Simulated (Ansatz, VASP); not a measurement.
## Nb in VASP and in Ansatz

```
Nb
1.0
     0.00000    2.14968    2.14968
     2.14968    0.00000    2.14968
     2.14968    2.14968    0.00000
Nb
1
Direct
  0.00000 0.00000 0.00000
```

Change from the starting cell: volume scaled by 1.05.

Alike in both runs: task single point; functional PBE; k mesh 13 × 13 × 13; occupations fermi-dirac, width 0.08 eV; no spin polarisation.

|  | VASP | Ansatz |
| --- | --- | --- |
| version | VASP 6.6.1 | Ansatz 0.2.0 |
| potentials or method | VASP PAW PBE potentials, release 64 (Nb_sv), cutoff 520 eV | all-electron LAPW, scalar-relativistic |

|  | VASP | Ansatz | Ansatz less VASP |
| --- | --- | --- | --- |
| pressure (GPa) | -8.5 | -8.3 | +0.27 |

Ansatz ran all-electron here, and VASP with PAW potentials.
